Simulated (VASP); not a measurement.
Input of a VASP 6.6.1 run:

INCAR

```
  PREC = Accurate
  ENCUT = 520
  EDIFF = 1E-8
  ISMEAR = -1
  SIGMA = 0.1
  LREAL = F
  LASPH = T
  NELM = 60
  ALGO = Normal
  ISIF = 2
  LWAVE = F
  LCHARG = T
  GGA = PS
  IBRION = 8
  NSW = 1
```

KPOINTS

```
regular mesh
0
Gamma
  10 10 10
```

POSCAR

```
Si2Ni
1.0
    0.0000000000      2.6953736890      2.6953736890
    2.6953736890      0.0000000000      2.6953736890
    2.6953736890      2.6953736890      0.0000000000
Si Ni
2 1
Direct
    0.2500000000      0.2500000000      0.2500000000
    0.7500000000      0.7500000000      0.7500000000
    0.0000000000      0.0000000000      0.0000000000
```

Potentials or basis: VASP PAW PBE potentials, release 64 (Si, Ni).

Launch:

```bash
$ cat potpaw_PBE.64/Si/POTCAR potpaw_PBE.64/Ni/POTCAR > POTCAR
$ mpirun -np 1 vasp_std > vasp.out
```

(1) What does it give for the highest phonon frequency at Γ?

Answers

(1) 336 cm⁻¹.
